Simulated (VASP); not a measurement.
A run of VASP 6.6.1 is set up as follows.

Contents of INCAR:

```
SYSTEM = C
ALGO     = Normal         ! electronic algorithm
EDIFF    = 1E-7           ! SCF threshold, eV
ENCUT    = 520            ! plane-wave cutoff, eV
GGA      = CA             ! functional
ISIF     = 2              ! what is computed and relaxed
ISMEAR   = 1              ! smearing method
LASPH    = .True.         ! aspherical terms in the spheres
LCHARG   = .False.        ! write CHGCAR
LREAL    = .False.        ! projectors in reciprocal space
LWAVE    = .False.        ! write WAVECAR
NBANDS   = 16             ! bands
NELM     = 60             ! most SCF steps
PREC     = Accurate       ! precision mode
SIGMA    = 0.6            ! smearing width, eV
```

The input KPOINTS:

```
k-points
0
Gamma
  15 15 5
  0 0 0
```

File POSCAR:

```
C
1.0
    2.4449954633      0.0000000000      0.0000000000
   -1.2224977317      2.1174281834      0.0000000000
    0.0000000000      0.0000000000      6.6104633561
C
4
Direct
    1.0000000000      1.0000000000      0.2500000000
    0.0000000000      0.0000000000      0.7500000000
    0.3333333333      0.6666666667      0.2500000000
    0.6666666667      0.3333333333      0.7500000000
```

Potentials or basis: VASP PAW LDA potentials, release 64 (C).

Run with:

```bash
$ cat potpaw_LDA.64/C/POTCAR > POTCAR
$ mpirun -np 1 vasp_std > vasp.out
```

Q: Estimate the band gap on the k mesh.

A: Zero (band 8 reaches 4.84 eV, above the bottom of band 9 at 4.80 eV).

Q: Predict the pressure.

A: 0.8 GPa.

Stress tensor (GPa, compression positive):
```
1.20 0.00 0.00
0.00 1.20 0.00
0.00 0.00 0.04
```
